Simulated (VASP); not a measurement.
# MgO (R-3m) in VASP: a series of runs, part 2 of 2

VASP 6.6.1. Earlier steps stand in the parts before.

### Step 3. Single point, PBE

This run uses another cell than the first one, of the same volume but with other edges.

Input file INCAR:

```
PREC = Accurate ; ENCUT = 600
EDIFF = 1E-6 ; ISMEAR = 0
SIGMA = 0.05 ; LREAL = False
LASPH = True ; NELM = 120
ALGO = Normal ; ISIF = 2
LWAVE = False ; LCHARG = False
GGA = PE ; NBANDS = 11
GGA_COMPAT = False
```

Input file KPOINTS:

```
Automatic mesh
0
Gamma
  10 10 10
```

Input file POSCAR:

```
MgO
1.0
    0.8348700175      2.6238771979      2.6238771979
    2.6238771979      0.8348700175      2.6238771979
    2.6238771979      2.6238771979      0.8348700175
Mg O
1 1
Direct
    0.0000000000      0.0000000000      0.0000000000
    0.5000000000      0.5000000000      0.5000000000
```

Potentials or basis: VASP PAW PBE potentials, release 64 (Mg, O).

The run is started by

```
> cat potpaw_PBE.64/Mg/POTCAR potpaw_PBE.64/O/POTCAR > POTCAR
> mpirun -np 1 vasp_std > vasp.out
```

OUTCAR:

```text
PREC = Accurate
   ENCUT = 600
   EDIFF = 1E-6
   ISMEAR = 0
   LREAL = False
   LASPH = True
   NELM = 120
   ISIF = 2
   GGA = PE

 ion  position               nearest neighbor table
   1  0.000  0.000  0.000-   2 2.28   2 2.28   2 2.28   2 2.28   2 2.28   2 2.28
   2  0.500  0.500  0.500-   1 2.28   1 2.28   1 2.28   1 2.28   1 2.28   1 2.28

  LATTYP: Found a trigonal (rhomboedric) cell.
 ALAT       =     3.8034814375
 COS(alpha) =     0.7787610619

  Lattice vectors:

 A1 = (   0.8348700175,   2.6238771979,   2.6238771979)
 A2 = (   2.6238771979,   0.8348700175,   2.6238771979)
 A3 = (   2.6238771979,   2.6238771979,   0.8348700175)

Analysis of symmetry for initial positions (statically):
=====================================================================
 Subroutine PRICEL returns:
 Original cell was already a primitive cell.

 Routine SETGRP: Setting up the symmetry group for a
 trigonal (rhombohedral) supercell.

 Subroutine GETGRP returns: Found 12 space group operations
 (whereof 12 operations were pure point group operations)
 out of a pool of 12 trial point group operations.

The static configuration has the point symmetry D_3d.

Analysis of symmetry for dynamics (positions and initial velocities):
=====================================================================
 Subroutine PRICEL returns:
 Original cell was already a primitive cell.

 Routine SETGRP: Setting up the symmetry group for a
 trigonal (rhombohedral) supercell.

 Subroutine GETGRP returns: Found 12 space group operations
 (whereof 12 operations were pure point group operations)
 out of a pool of 12 trial point group operations.

The dynamic configuration has the point symmetry D_3d.

 Subroutine INISYM returns: Found 12 space group operations
 (whereof 12 operations are pure point group operations),
 and found     1 'primitive' translations

----------------------------------------------------------------------------------------

                                     Primitive cell

  volume of cell :      19.4677

  direct lattice vectors                    reciprocal lattice vectors
     0.834870018  2.623877198  2.623877198    -0.317845259  0.241123990  0.241123990
     2.623877198  0.834870018  2.623877198     0.241123990 -0.317845259  0.241123990
     2.623877198  2.623877198  0.834870018     0.241123990  0.241123990 -0.317845259

  length of vectors
     3.803481438  3.803481438  3.803481438     0.466162167  0.466162167  0.466162167

  position of ions in fractional coordinates (direct lattice)
     0.000000000  0.000000000  0.000000000
     0.500000000  0.500000000  0.500000000

  ion indices of the primitive-cell ions
   primitive index   ion index
                 1           1
                 2           2

----------------------------------------------------------------------------------------

 KPOINTS: Automatic mesh

Automatic generation of k-mesh.
 Grid dimensions read from file:
 generate k-points for:   10   10   10

 Generating k-lattice:

  Cartesian coordinates                     Fractional coordinates (reciprocal lattice)
    -0.031784526  0.024112399  0.024112399     0.100000000 -0.000000000 -0.000000000
     0.024112399 -0.031784526  0.024112399    -0.000000000  0.100000000 -0.000000000
     0.024112399  0.024112399 -0.031784526    -0.000000000 -0.000000000  0.100000000

[... 39 lines left out ...]
   number of dos      NEDOS =    301   number of ions     NIONS =      2
   total plane-waves  NPLWV =  27000
   dimension x,y,z NGX =    30 NGY =   30 NGZ =   30
   dimension x,y,z NGXF=    60 NGYF=   60 NGZF=   60
   ions per type =               1   1
   NGX,Y,Z   is equivalent  to a cutoff of  13.11, 13.11, 13.11 a.u.
   NGXF,Y,Z  is equivalent  to a cutoff of  26.23, 26.23, 26.23 a.u.
 SYSTEM =  unknown system
   PREC   = accura    normal or accurate (medium, high low for compatibility)
   ISTART =      0    job   : 0-new  1-cont  2-samecut
   ICHARG =      2    charge: 1-file 2-atom 10-const
   ISPIN  =      1    spin polarized calculation?
   LNONCOLLINEAR =      F non collinear calculations
   LSORBIT =      F    spin-orbit coupling
   LASPH  =      T    aspherical Exc in radial PAW
   ENCUT  =  600.0 eV  44.10 Ry    6.64 a.u.   7.60  7.60  7.60*2*pi/ulx,y,z
   NELM   =    120;   NELMIN=  2; NELMDL= -5     # of ELM steps
   EDIFF  = 0.1E-05   stopping-criterion for ELM
   LREAL  =      F    real-space projection
   EDIFFG = 0.1E-04   stopping-criterion for IOM
   NSW    =      0    number of steps for IOM
   IBRION =     -1    ionic relax: 0-MD 1-quasi-New 2-CG
   NFREE  =      0    steps in history (QN), initial steepest desc. (CG)
   ISIF   =      2    stress and relaxation
   ISYM   =      2    0-nonsym 1-usesym 2-fastsym
   POTIM  = 0.5000    time-step for ionic-motion
   TEBEG  =    0.0;   TEEND  =   0.0 temperature during run
   PSTRESS=    0.0 pullay stress
   NELECT =       8.0000    total number of electrons
   NUPDOWN=      -1.0000    fix difference up-down
   EMIN   =  10.00;   EMAX   =-10.00  energy-range for DOS
   EFERMI =   0.00;   METHOD = LEGACY
   ISMEAR =     0;   SIGMA  =   0.05  broadening in eV -4-tet -1-fermi 0-gaus
   EFERMI_NEDOS =   21; number of points for ismear=-14 and -15
   IALGO  =     38    algorithm
   IMIX   =      4    mixing-type and parameters
     AMIX     =   0.40;   BMIX     =  1.00
     AMIX_MAG =   1.60;   BMIX_MAG =  1.00
  volume/ion in A,a.u.               =       9.73        65.69
  Fermi-wavevector in a.u.,A,eV,Ry     =   1.217119  2.300022 20.155386  1.481379
  Thomas-Fermi vector in A             =   2.352450
   LORBIT       =      0    0 simple, 1 ext, 2 COOP (PROOUT), +10 PAW based schemes
   GGA     = PE    functional components
   LHFCALC =     F    Hartree Fock is set to
   AEXX    =    0.0000 exact exchange contribution
   IVDW    =     0    specifies the selected vdW correction
   LEPSILON=     F    determine dielectric tensor
   LRPA    =     F    only Hartree local field effects (RPA)
 non-spin polarized calculation
 Gauss-broadening in eV      SIGMA  =   0.05
  energy-cutoff  :      600.00
  volume of cell :       19.47
 maximum number of plane-waves:       660
   NGX = 15   NGY = 15   NGZ = 15

 number of electron       8.0000002 magnetization

 Free energy of the ion-electron system (eV)
  ---------------------------------------------------
  ext. energy  EPLUGINS =         0.00000000
  ---------------------------------------------------
  free energy    TOTEN  =        -7.69218086 eV

  energy without entropy =       -7.69153600  energy(sigma->0) =       -7.69185843

 E-fermi :   5.4503     XC(G=0): -11.1017

 val. band max:        5.4077790005   @ k =  -0.1000   0.2000   0.1000
 cond. band min:       5.4964713305   @ k =   0.2000   0.2000   0.1000
 fundamental gap:      0.0886923300
 Fermi energy:         5.4502717338

 k-point     1 :       0.0000    0.0000    0.0000
  band No.  band energies     occupation
      1     -13.5393      2.00000
      2       0.3797      2.00000
      3       2.3564      2.00000
      4       5.7823      0.00000
      5       5.7823      0.00000
      6      17.8525      0.00000
      7      18.1524      0.00000
      8      23.1439      0.00000
      9      23.1439      0.00000
     10      28.6553      0.00000
     11      28.6553      0.00000
[... 309 lines left out ...]
 k-point    24 :       0.4000    0.3000    0.0000
  band No.  band energies     occupation
      1     -11.8494      2.00000
      2       0.1952      2.00000
      3       1.5093      2.00000
      4       4.4564      2.00000
      5       7.7118      0.00000
      6      11.9812      0.00000
      7      17.8614      0.00000
      8      18.8213      0.00000
      9      22.1355      0.00000
     10      23.2416      0.00000
     11      26.3291      0.00000

 [... further k-points ...]

------------------------ aborting loop because EDIFF is reached ----------------------------------------

  FORCE on cell =-STRESS in cart. coord.  units (eV):
  Direction    XX          YY          ZZ          XY          YZ          ZX
  --------------------------------------------------------------------------------------
  -------------------------------------------------------------------------------------
  Total        2.0244659      2.0244659      2.0244659     -7.1647014     -7.1647014     -7.1647014
  in kB      166.6118457    166.6118457    166.6118457   -589.6489195   -589.6489195   -589.6489195
  external PRESSURE =     166.6118457 kB  Pullay stress =       0.0000000 kB

 VOLUME and BASIS-vectors are now :
 -----------------------------------------------------------------------------
  energy-cutoff  :      600.00
  volume of cell :       19.47
      direct lattice vectors                 reciprocal lattice vectors
     0.834870018  2.623877198  2.623877198    -0.317845259  0.241123990  0.241123990
     2.623877198  0.834870018  2.623877198     0.241123990 -0.317845259  0.241123990
     2.623877198  2.623877198  0.834870018     0.241123990  0.241123990 -0.317845259

 POSITION                                       TOTAL-FORCE (eV/Angst)
 -----------------------------------------------------------------------------------
      0.00000      0.00000      0.00000         0.000000     -0.000000     -0.000000
      3.04131      3.04131      3.04131        -0.000000      0.000000      0.000000
 -----------------------------------------------------------------------------------
    total drift:                                0.000000     -0.000000      0.000000

  FREE ENERGIE OF THE ION-ELECTRON SYSTEM (eV)
  ---------------------------------------------------
  free  energy   TOTEN  =        -7.6921808640 eV

  energy  without entropy=       -7.6915360006  energy(sigma->0) =       -7.69185843
```

OSZICAR:

```text
N       E                     dE             d eps       ncg     rms          rms(c)
DAV:   1     0.190363828311E+02    0.19036E+02   -0.48526E+03  2856   0.726E+02
DAV:   2    -0.897189235137E+01   -0.28008E+02   -0.26468E+02  2996   0.134E+02
DAV:   3    -0.974859768569E+01   -0.77671E+00   -0.77502E+00  3026   0.201E+01
DAV:   4    -0.975040241688E+01   -0.18047E-02   -0.18047E-02  2795   0.112E+00
DAV:   5    -0.975040803615E+01   -0.56193E-05   -0.56192E-05  2948   0.630E-02    0.769E+00
DAV:   6    -0.786757033375E+01    0.18828E+01   -0.15765E+01  2618   0.176E+01    0.356E+00
DAV:   7    -0.772608008575E+01    0.14149E+00   -0.71712E-01  2675   0.480E+00    0.133E+00
DAV:   8    -0.770579518092E+01    0.20285E-01   -0.25726E-01  2674   0.305E+00    0.587E-01
DAV:   9    -0.769639382224E+01    0.94014E-02   -0.94508E-03  2617   0.455E-01    0.332E-01
DAV:  10    -0.769284611914E+01    0.35477E-02   -0.38255E-03  2687   0.354E-01    0.125E-01
DAV:  11    -0.769218667061E+01    0.65945E-03   -0.19373E-03  2803   0.170E-01    0.158E-02
DAV:  12    -0.769218105081E+01    0.56198E-05   -0.47116E-05  2834   0.453E-02    0.427E-03
DAV:  13    -0.769218086402E+01    0.18679E-06   -0.69352E-07  1729   0.504E-03
   1 F= -.76921809E+01 E0= -.76918584E+01  d E =-.644863E-03
```

stdout:

```text
POSCAR found type information on POSCAR MgO
 POSCAR found :  2 types and       2 ions
 scaLAPACK will be used
 LDA part: xc-table for (Slater+PW92), standard interpolation
 POSCAR, INCAR and KPOINTS ok, starting setup
 FFT: planning ... GRIDC
 FFT: planning ... GRID_SOFT
 FFT: planning ... GRID
 WAVECAR not read
 entering main loop
```

Wall time 70 s (1 thread of Intel Xeon 8259CL, shared host); peak memory 0.19 GiB.

What came out:

- Free energy: -7.6922 eV
- Pressure: 16.7 GPa
- Band gap on the k mesh: zero (band 4 reaches 5.78 eV, above the bottom of band 5 at 5.26 eV)

Stress tensor (GPa, compression positive):
```
 16.66 -58.96 -58.96
-58.96  16.66 -58.96
-58.96 -58.96  16.66
```

### Step 4. Single point, PBE

This run uses another cell than the first one, of the same volume but with other edges.

Input file INCAR:

```
SYSTEM = MgO
  PREC = Accurate
  ENCUT = 600
  EDIFF = 1E-6
  ISMEAR = 0
  SIGMA = 0.05
  LREAL = .False.
  LASPH = .True.
  NELM = 120
  ALGO = Normal
  ISIF = 2
  LWAVE = .False.
  LCHARG = .True.
  GGA = PE
  LELF = .True.
  LVHAR = .True.
  NBANDS = 11
  GGA_COMPAT = .False.
```

Input file KPOINTS:

```
Automatic mesh
0
Gamma
  10 10 10
  0 0 0
```

Input file POSCAR:

```
MgO
1.0
   -0.1020800456      2.0853495038      2.0853495038
    2.0853495038     -0.1020800456      2.0853495038
    2.0853495038      2.0853495038     -0.1020800456
Mg O
1 1
Direct
    0.0000000000      0.0000000000      0.0000000000
    0.5000000000      0.5000000000      0.5000000000
```

The run is started by

```
> cat potpaw_PBE.64/Mg/POTCAR potpaw_PBE.64/O/POTCAR > POTCAR
> mpirun -np 1 vasp_std > vasp.out
```

Wall time 24 s (1 thread of Intel Xeon 8259CL, shared host); peak memory 0.16 GiB.

The run converged. Its results:

```yaml
Free_energy: -11.8572 eV
Pressure: -2.6 GPa
Band_gap_on_the_k_mesh: 3.94 eV, direct
```

Stress tensor (GPa, compression positive):
```
-2.62  6.05  6.05
 6.05 -2.62  6.05
 6.05  6.05 -2.62
```

Levels at points of the mesh, in eV from the valence-band top:
```csv
k point,band 1,band 2,band 3,band 4,band 5,band 6,band 7,band 8,band 9
"(0.00, 0.00, 0.00)",-17.38,-0.47,-0.47,0.00,3.94,14.56,14.56,16.78,18.92
"(0.50, 0.00, 0.00)",-16.24,-4.85,-0.99,-0.64,7.41,11.50,15.47,16.48,20.15
"(0.50, 0.50, 0.00)",-15.94,-4.24,-1.89,-1.32,8.36,9.59,12.25,17.49,18.61
"(0.50, 0.50, 0.50)",-16.02,-4.50,-1.22,-1.22,6.88,12.57,14.57,14.57,19.30
```

### Step 5. Single point, PBE

This run uses another cell than the first one, of the same volume but with other edges.

Input file INCAR:

```
SYSTEM = MgO
ALGO     = Normal         ! electronic algorithm
EDIFF    = 1E-6           ! SCF threshold, eV
ENCUT    = 600            ! plane-wave cutoff, eV
GGA      = PE             ! functional
GGA_COMPAT= .False.      
ISIF     = 2              ! what is computed and relaxed
ISMEAR   = 0              ! smearing method
LASPH    = .True.         ! aspherical terms in the spheres
LCHARG   = .False.        ! write CHGCAR
LREAL    = .False.        ! projectors in reciprocal space
LWAVE    = .False.        ! write WAVECAR
NBANDS   = 11             ! bands
NELM     = 120            ! most SCF steps
PREC     = Accurate       ! precision mode
SIGMA    = 0.05           ! smearing width, eV
```

Input file KPOINTS:

```
k-points
0
Gamma
  10 10 10
  0 0 0
```

Input file POSCAR:

```
MgO
1.0
    0.1109905151      2.1920626730      2.1920626730
    2.1920626730      0.1109905151      2.1920626730
    2.1920626730      2.1920626730      0.1109905151
Mg O
1 1
Direct
    0.0000000000      0.0000000000      0.0000000000
    0.5000000000      0.5000000000      0.5000000000
```

The run is started by

```
> cat potpaw_PBE.64/Mg/POTCAR potpaw_PBE.64/O/POTCAR > POTCAR
> mpirun -np 1 vasp_std > vasp.out
```

Run time: 51 s. Hardware: 1 thread of Intel Xeon 8259CL, shared host; peak memory 0.18 GiB.

It converged, with:

```
Free energy            : -11.8404 eV
Pressure               : -2.6 GPa
Band gap on the k mesh : 4.01 eV, direct
```

Stress tensor (GPa, compression positive):
```
-2.57 -8.00 -8.00
-8.00 -2.57 -8.00
-8.00 -8.00 -2.57
```

Levels at points of the mesh, in eV from the valence-band top:
```
           k point  band 2  band 3  band 4  band 5  band 6  band 7
(0.00, 0.00, 0.00)   -0.61    0.00    0.00    4.01   14.10   16.07
(0.50, 0.00, 0.00)   -4.56   -1.12   -0.70    7.18   12.11   14.98
(0.50, 0.50, 0.00)   -4.13   -1.79   -1.20    8.42    9.75   12.30
(0.50, 0.50, 0.50)   -4.95   -0.49   -0.49    7.94   11.06   16.77
```

### Step 6. Single point, PBE+D3(BJ)

This run uses another cell than the first one, of the same volume but with other edges.

Input file INCAR:

```
SYSTEM = MgO
PREC = Accurate
ENCUT = 600
EDIFF = 1E-6
ISMEAR = 0
SIGMA = 0.05
LREAL = .FALSE.
LASPH = .TRUE.
NELM = 120
ALGO = Normal
ISIF = 2
LWAVE = .FALSE.
LCHARG = .FALSE.
GGA = PE
IVDW = 12
NBANDS = 11
GGA_COMPAT = .FALSE.
```

Input file KPOINTS:

```
Automatic mesh
0
G
  10 10 10
  0 0 0
```

Input file POSCAR:

```
MgO
1.0
    0.5204527220      2.4245480462      2.4245480462
    2.4245480462      0.5204527220      2.4245480462
    2.4245480462      2.4245480462      0.5204527220
Mg O
1 1
Direct
    0.0000000000      0.0000000000      0.0000000000
    0.5000000000      0.5000000000      0.5000000000
```

Potentials or basis: VASP PAW PBE potentials, release 64 (Mg, O).

The run is started by

```
> cat potpaw_PBE.64/Mg/POTCAR potpaw_PBE.64/O/POTCAR > POTCAR
> mpirun -np 1 vasp_std > vasp.out
```

Run time: 54 s. Hardware: 1 thread of Intel Xeon 8259CL, shared host; peak memory 0.19 GiB.

The run converged. Its results:

```yaml
Free_energy: -10.7463 eV
Pressure: -2.4 GPa
Band_gap_on_the_k_mesh: 0.25 eV, direct
Dispersion_energy_per_atom: -0.283 eV
```

Stress tensor (GPa, compression positive):
```
 -2.42 -44.87 -44.87
-44.87  -2.42 -44.87
-44.87 -44.87  -2.42
```

Levels at points of the mesh, in eV from the valence-band top:
| k point | band 2 | band 3 | band 4 | band 5 | band 6 | band 7 |
| --- | --- | --- | --- | --- | --- | --- |
| (0.00, 0.00, 0.00) | -3.40 | 0.00 | 0.00 | 0.25 | 11.98 | 15.17 |
| (0.50, 0.00, 0.00) | -5.35 | -3.06 | -0.95 | 3.90 | 9.31 | 13.09 |
| (0.50, 0.50, 0.00) | -5.17 | -3.60 | -1.08 | 4.97 | 8.41 | 10.77 |
| (0.50, 0.50, 0.50) | -7.30 | -0.19 | -0.19 | 6.31 | 8.59 | 19.54 |

### Step 7. Summary

```tsv
level	cell	gap on the mesh (eV)	pressure (GPa)
PBE	a = 3.232 Å, angles 52.2°, 2 atoms	3.02	-1.8
PBE	a = 3.803 Å, angles 38.9°, 2 atoms	none	16.7
PBE	a = 2.951 Å, angles 63.2°, 2 atoms	3.94	-2.6
PBE	a = 3.102 Å, angles 56.6°, 2 atoms	4.01	-2.6
PBE+D3(BJ)	a = 3.468 Å, angles 45.7°, 2 atoms	0.25	-2.4
```

Alike in all rows: task single point; potentials or basis VASP PAW PBE potentials, release 64 (Mg, O); no spin polarisation; k mesh 10 × 10 × 10; cutoff (eV) 600; smearing gaussian 0.05 eV.

Total energies depend on the potentials used, so only differences within one code and one set of settings carry meaning.
